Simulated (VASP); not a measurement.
A run of VASP 6.6.1 is set up as follows.

The input POSCAR:

```
K4BeH2
1.0
    2.7080440000      4.6904690000      0.0000000000
   -2.7080440000      4.6904690000      0.0000000000
    0.0000000000     -3.1269760000      8.1994040000
Be K H
1 4 2
Direct
    0.0000000000      0.0000000000      0.0000000000
    0.3761500000      0.3761500000      0.1284500000
    0.6238500000      0.6238500000      0.8715500000
    0.2083300000      0.2083300000      0.6249900000
    0.7916700000      0.7916700000      0.3750100000
    0.0798500000      0.0798500000      0.2395500000
    0.9201500000      0.9201500000      0.7604500000
```

The input INCAR.step1:

```
ALGO = Normal ; EDIFF = 1E-4
ENCUT = 520 ; GGA = PE
ISMEAR = -1 ; LASPH = T
LCHARG = F ; LREAL = F
LWAVE = T ; NBANDS = 29
NELM = 100 ; PREC = Accurate
SIGMA = 0.1
```

File INCAR.step2:

```
ALGO = Normal ; EDIFF = 1E-6
ENCUT = 520 ; ISIF = 2
ISMEAR = -1 ; ISTART = 1
LASPH = T ; LCHARG = F
LMIXTAU = T ; LREAL = F
LWAVE = F ; METAGGA = R2SCAN
NBANDS = 29 ; NELM = 100
PREC = Accurate ; SIGMA = 0.1
```

KPOINTS

```
k-points
0
Gamma
  7 7 7
```

Potentials or basis: VASP PAW PBE potentials, release 64 (Be, K_sv, H).

Command:

```sh
$ cat potpaw_PBE.64/Be/POTCAR potpaw_PBE.64/K_sv/POTCAR potpaw_PBE.64/H/POTCAR > POTCAR
$ cp INCAR.step1 INCAR
$ mpirun -np 1 vasp_std > vasp.out
$ cp INCAR.step2 INCAR
$ mpirun -np 1 vasp_std > vasp.out
```

Question: Predict the band gap on the k mesh.

Answer: Zero (bands 20 and 21 overlap by 0.68 eV).

Question: What does it give for the largest force?

Answer: 0.537 eV/Å.

Question: What does it give for the pressure?

Answer: 0.5 GPa.

Forces on the atoms (eV/Å):
```
Be   0.000  0.000  0.000
K    0.000  0.000  0.537
K    0.000  0.000 -0.537
K    0.000  0.000  0.132
K    0.000  0.000 -0.132
H    0.000  0.000 -0.279
H    0.000  0.000  0.279
```

Caveat: the PAW data sets were made with another functional, which shifts forces and pressure a little.
